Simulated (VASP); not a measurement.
# Lu (Pm-3m) in VASP: single point with LDA

Aim: the single point of Lu with LDA.

All numbers are computed with VASP 6.6.1; they aren't measurements. Logs are shortened: lines on timing, memory, paths and dates and some standing lists are left out, and cuts for length are marked.

## 1. The cell of the first run

The structure is cubic, space group Pm-3m (No. 221). The conventional cell has a = 4.120 Å, b = 4.120 Å, c = 4.120 Å, α = 90.00°, β = 90.00°, γ = 90.00°. Within 5.4 Å of Lu (site symmetry m-3m) lie 6 Lu at 4.12 Å.

## 2. Single point, LDA

The input, INCAR:

```
  ALGO = Normal
  EDIFF = 1E-6
  ENCUT = 520
  GGA = CA
  ISIF = 2
  ISMEAR = -1
  LASPH = T
  LCHARG = F
  LREAL = F
  LWAVE = F
  NBANDS = 18
  NELM = 80
  PREC = Accurate
  SIGMA = 0.1
```

The input, KPOINTS:

```
k-points
0
Gamma
  6 6 6
```

The input, POSCAR:

```
Lu
1.0
    4.1200000000      0.0000000000      0.0000000000
    0.0000000000      4.1200000000      0.0000000000
    0.0000000000      0.0000000000      4.1200000000
Lu
1
Direct
    0.0000000000      0.0000000000      0.0000000000
```

Potentials or basis: VASP PAW PBE potentials, release 64 (Lu).

Command:

```bash
cat potpaw_PBE.64/Lu/POTCAR > POTCAR
mpirun -np 1 vasp_std > vasp.out
```

OUTCAR:

```text
EDIFF = 1E-6
   ENCUT = 520
   GGA = CA
   ISIF = 2
   ISMEAR = -1
   LASPH = T
   LREAL = F
   NELM = 80
   PREC = Accurate

 ion  position               nearest neighbor table
   1  0.000  0.000  0.000-

  LATTYP: Found a simple cubic cell.
 ALAT       =     4.1200000000

  Lattice vectors:

 A1 = (   4.1200000000,   0.0000000000,   0.0000000000)
 A2 = (   0.0000000000,   4.1200000000,   0.0000000000)
 A3 = (   0.0000000000,   0.0000000000,   4.1200000000)

Analysis of symmetry for initial positions (statically):
=====================================================================
 Subroutine PRICEL returns:
 Original cell was already a primitive cell.

 Routine SETGRP: Setting up the symmetry group for a
 simple cubic supercell.

 Subroutine GETGRP returns: Found 48 space group operations
 (whereof 48 operations were pure point group operations)
 out of a pool of 48 trial point group operations.

The static configuration has the point symmetry O_h .

Analysis of symmetry for dynamics (positions and initial velocities):
=====================================================================
 Subroutine PRICEL returns:
 Original cell was already a primitive cell.

 Routine SETGRP: Setting up the symmetry group for a
 simple cubic supercell.

 Subroutine GETGRP returns: Found 48 space group operations
 (whereof 48 operations were pure point group operations)
 out of a pool of 48 trial point group operations.

The dynamic configuration has the point symmetry O_h .

 Subroutine INISYM returns: Found 48 space group operations
 (whereof 48 operations are pure point group operations),
 and found     1 'primitive' translations

----------------------------------------------------------------------------------------

                                     Primitive cell

  volume of cell :      69.9345

  direct lattice vectors                    reciprocal lattice vectors
     4.120000000  0.000000000  0.000000000     0.242718447  0.000000000  0.000000000
     0.000000000  4.120000000  0.000000000     0.000000000  0.242718447  0.000000000
     0.000000000  0.000000000  4.120000000     0.000000000  0.000000000  0.242718447

  length of vectors
     4.120000000  4.120000000  4.120000000     0.242718447  0.242718447  0.242718447

  position of ions in fractional coordinates (direct lattice)
     0.000000000  0.000000000  0.000000000

  ion indices of the primitive-cell ions
   primitive index   ion index
                 1           1

----------------------------------------------------------------------------------------

 KPOINTS: k-points

Automatic generation of k-mesh.
 Grid dimensions read from file:
 generate k-points for:    6    6    6

 Generating k-lattice:

  Cartesian coordinates                     Fractional coordinates (reciprocal lattice)
     0.040453074  0.000000000  0.000000000     0.166666667  0.000000000  0.000000000
     0.000000000  0.040453074  0.000000000     0.000000000  0.166666667  0.000000000
     0.000000000  0.000000000  0.040453074     0.000000000  0.000000000  0.166666667

  Length of vectors
     0.040453074  0.040453074  0.040453074

  Shift w.r.t. Gamma in fractional coordinates (k-lattice)
     0.000000000  0.000000000  0.000000000

 Subroutine IBZKPT returns following result:
 ===========================================

 Found     20 irreducible k-points:

 Following reciprocal coordinates:
            Coordinates               Weight
  0.000000  0.000000  0.000000      1.000000
  0.166667  0.000000  0.000000      6.000000
  0.333333  0.000000  0.000000      6.000000
  0.500000  0.000000  0.000000      3.000000
  0.166667  0.166667  0.000000     12.000000
  0.333333  0.166667  0.000000     24.000000
[... 12 lines left out ...]
  0.500000  0.500000  0.333333      6.000000
  0.500000  0.500000  0.500000      1.000000
   k-points           NKPTS =     20   k-points in BZ     NKDIM =     20   number of bands    NBANDS=     18
   number of dos      NEDOS =    301   number of ions     NIONS =      1
   total plane-waves  NPLWV =  32768
   dimension x,y,z NGX =    32 NGY =   32 NGZ =   32
   dimension x,y,z NGXF=    64 NGYF=   64 NGZF=   64
   ions per type =               1
   NGX,Y,Z   is equivalent  to a cutoff of  12.91, 12.91, 12.91 a.u.
   NGXF,Y,Z  is equivalent  to a cutoff of  25.82, 25.82, 25.82 a.u.
 SYSTEM =  unknown system
   PREC   = accura    normal or accurate (medium, high low for compatibility)
   ISTART =      0    job   : 0-new  1-cont  2-samecut
   ICHARG =      2    charge: 1-file 2-atom 10-const
   ISPIN  =      1    spin polarized calculation?
   LNONCOLLINEAR =      F non collinear calculations
   LSORBIT =      F    spin-orbit coupling
   LASPH  =      T    aspherical Exc in radial PAW
   ENCUT  =  520.0 eV  38.22 Ry    6.18 a.u.   7.66  7.66  7.66*2*pi/ulx,y,z
   NELM   =     80;   NELMIN=  2; NELMDL= -5     # of ELM steps
   EDIFF  = 0.1E-05   stopping-criterion for ELM
   LREAL  =      F    real-space projection
   EDIFFG = 0.1E-04   stopping-criterion for IOM
   NSW    =      0    number of steps for IOM
   IBRION =     -1    ionic relax: 0-MD 1-quasi-New 2-CG
   NFREE  =      0    steps in history (QN), initial steepest desc. (CG)
   ISIF   =      2    stress and relaxation
   ISYM   =      2    0-nonsym 1-usesym 2-fastsym
   POTIM  = 0.5000    time-step for ionic-motion
   TEBEG  =    0.0;   TEEND  =   0.0 temperature during run
   PSTRESS=    0.0 pullay stress
   NELECT =      25.0000    total number of electrons
   NUPDOWN=      -1.0000    fix difference up-down
   EMIN   =  10.00;   EMAX   =-10.00  energy-range for DOS
   EFERMI =   0.00;   METHOD = LEGACY
   ISMEAR =    -1;   SIGMA  =   0.10  broadening in eV -4-tet -1-fermi 0-gaus
   EFERMI_NEDOS =   21; number of points for ismear=-14 and -15
   IALGO  =     38    algorithm
   IMIX   =      4    mixing-type and parameters
     AMIX     =   0.40;   BMIX     =  1.00
     AMIX_MAG =   1.60;   BMIX_MAG =  1.00
  volume/ion in A,a.u.               =      69.93       471.94
  Fermi-wavevector in a.u.,A,eV,Ry     =   1.161870  2.195616 18.367081  1.349942
  Thomas-Fermi vector in A             =   2.298438
   LORBIT       =      0    0 simple, 1 ext, 2 COOP (PROOUT), +10 PAW based schemes
   GGA     = CA    functional components
   LHFCALC =     F    Hartree Fock is set to
   AEXX    =    0.0000 exact exchange contribution
   IVDW    =     0    specifies the selected vdW correction
   LEPSILON=     F    determine dielectric tensor
   LRPA    =     F    only Hartree local field effects (RPA)
 non-spin polarized calculation
  energy-cutoff  :      520.00
  volume of cell :       69.93
 maximum number of plane-waves:      1924
 NGX is ok and might be reduce to    32
   NGX = 15   NGY = 15   NGZ = 15

 number of electron      25.0000010 magnetization

 Free energy of the ion-electron system (eV)
  ---------------------------------------------------
  ext. energy  EPLUGINS =         0.00000000
  ---------------------------------------------------
  free energy    TOTEN  =        -2.71071164 eV

  energy without entropy =       -2.59869767  energy(sigma->0) =       -2.65470465

 E-fermi :  -0.6610     XC(G=0):  -7.3372

 val. band max:       -0.6757828370   @ k =   0.3333   0.0000   0.0000
 cond. band min:      -0.6240440281   @ k =   0.5000   0.5000   0.3333
 fundamental gap:      0.0517388089
 Fermi energy:        -0.6610032224

 k-point     1 :       0.0000    0.0000    0.0000
  band No.  band energies     occupation
      1     -58.7071      2.00000
      2     -29.4317      2.00000
      3     -29.4317      2.00000
      4     -29.4317      2.00000
      5      -7.6059      2.00000
      6      -7.6059      2.00000
[... 10 lines left out ...]
     17       1.8146      0.00000
     18       5.1984      0.00000

 k-point     2 :       0.1667    0.0000    0.0000
  band No.  band energies     occupation
      1     -58.7070      2.00000
      2     -29.4402      2.00000
      3     -29.4311      2.00000
      4     -29.4311      2.00000
      5      -7.6066      2.00000
      6      -7.6051      2.00000
[... 10 lines left out ...]
     17       1.8361      0.00000
     18       3.7938      0.00000

 k-point     3 :       0.3333    0.0000    0.0000
  band No.  band energies     occupation
      1     -58.7067      2.00000
      2     -29.4571      2.00000
      3     -29.4298      2.00000
      4     -29.4298      2.00000
      5      -7.6089      2.00000
      6      -7.6080      2.00000
[... 10 lines left out ...]
     17       1.8799      0.00000
     18       2.5325      0.00000

 k-point     4 :       0.5000    0.0000    0.0000
  band No.  band energies     occupation
      1     -58.7065      2.00000
      2     -29.4656      2.00000
      3     -29.4292      2.00000
      4     -29.4292      2.00000
      5      -7.6115      2.00000
      6      -7.6087      2.00000
[... 10 lines left out ...]
     17       1.9021      0.00000
     18       2.2966      0.00000

 k-point     5 :       0.1667    0.1667    0.0000
  band No.  band energies     occupation
      1     -58.7068      2.00000
      2     -29.4397      2.00000
      3     -29.4395      2.00000
      4     -29.4305      2.00000
      5      -7.6059      2.00000
      6      -7.6057      2.00000
[... 10 lines left out ...]
     17       1.6155      0.00000
     18       4.0696      0.00000

 k-point     6 :       0.3333    0.1667    0.0000
  band No.  band energies     occupation
      1     -58.7065      2.00000
      2     -29.4564      2.00000
      3     -29.4382      2.00000
      4     -29.4292      2.00000
      5      -7.6086      2.00000
      6      -7.6066      2.00000
[... 223 lines left out ...]
 k-point    17 :       0.3333    0.3333    0.3333
  band No.  band energies     occupation
      1     -58.7057      2.00000
      2     -29.4531      2.00000
      3     -29.4528      2.00000
      4     -29.4528      2.00000
      5      -7.6054      2.00000
      6      -7.6049      2.00000
[... 10 lines left out ...]
     17       0.8703      0.00000
     18       4.1804      0.00000

 k-point    18 :       0.5000    0.3333    0.3333
  band No.  band energies     occupation
      1     -58.7056      2.00000
      2     -29.4612      2.00000
      3     -29.4523      2.00000
      4     -29.4521      2.00000
      5      -7.6077      2.00000
      6      -7.6051      2.00000
[... 10 lines left out ...]
     17       1.9324      0.00000
     18       2.4121      0.00000

 k-point    19 :       0.5000    0.5000    0.3333
  band No.  band energies     occupation
      1     -58.7054      2.00000
      2     -29.4604      2.00000
      3     -29.4604      2.00000
      4     -29.4515      2.00000
      5      -7.6072      2.00000
      6      -7.6072      2.00000
[... 10 lines left out ...]
     17       2.1164      0.00000
     18       2.3577      0.00000

 k-point    20 :       0.5000    0.5000    0.5000
  band No.  band energies     occupation
      1     -58.7053      2.00000
      2     -29.4597      2.00000
      3     -29.4597      2.00000
      4     -29.4597      2.00000
      5      -7.6066      2.00000
      6      -7.6066      2.00000
[... 10 lines left out ...]
     17       2.3391      0.00000
     18       2.4439      0.00000

------------------------ aborting loop because EDIFF is reached ----------------------------------------

  FORCE on cell =-STRESS in cart. coord.  units (eV):
  Direction    XX          YY          ZZ          XY          YZ          ZX
  --------------------------------------------------------------------------------------
  -------------------------------------------------------------------------------------
  Total       -2.7119802     -2.7119802     -2.7119802     -0.0000000     -0.0000000     -0.0000000
  in kB      -62.1305858    -62.1305858    -62.1305858     -0.0000000     -0.0000000     -0.0000000
  external PRESSURE =     -62.1305858 kB  Pullay stress =       0.0000000 kB

 VOLUME and BASIS-vectors are now :
 -----------------------------------------------------------------------------
  energy-cutoff  :      520.00
  volume of cell :       69.93
      direct lattice vectors                 reciprocal lattice vectors
     4.120000000  0.000000000  0.000000000     0.242718447  0.000000000  0.000000000
     0.000000000  4.120000000  0.000000000     0.000000000  0.242718447  0.000000000
     0.000000000  0.000000000  4.120000000     0.000000000  0.000000000  0.242718447

 POSITION                                       TOTAL-FORCE (eV/Angst)
 -----------------------------------------------------------------------------------
      0.00000      0.00000      0.00000         0.000000      0.000000      0.000000
 -----------------------------------------------------------------------------------
    total drift:                                0.000000      0.000000      0.000000

  FREE ENERGIE OF THE ION-ELECTRON SYSTEM (eV)
  ---------------------------------------------------
  free  energy   TOTEN  =        -2.7107116382 eV

  energy  without entropy=       -2.5986976707  energy(sigma->0) =       -2.65470465
```

Run time: 23 s. Hardware: 1 thread of Intel Xeon Platinum 8259CL at 2.50GHz (Skylake/Cascade Lake), shared host; peak memory 0.17 GiB.

Results:

```
Free energy : -2.7107 eV
Pressure    : -6.2 GPa
```

Levels at points of the mesh, in eV from the Fermi level:
```csv
k point,band 10,band 11,band 12,band 13,band 14,band 15,band 16,band 17
"(0.00, 0.00, 0.00)",-6.94,-6.94,-3.97,-0.02,-0.02,2.48,2.48,2.48
"(0.50, 0.00, 0.00)",-6.93,-6.93,-2.45,-0.38,0.27,1.56,1.56,2.56
"(0.50, 0.50, 0.00)",-6.94,-6.93,-0.91,-0.34,1.29,1.29,1.75,1.75
"(0.50, 0.50, 0.50)",-6.94,-6.94,0.19,0.19,0.19,2.88,3.00,3.00
```

Caveat: the PAW data sets were made with another functional, which shifts forces and pressure a little; spin-orbit coupling is left out, which moves the levels of the heavy elements.
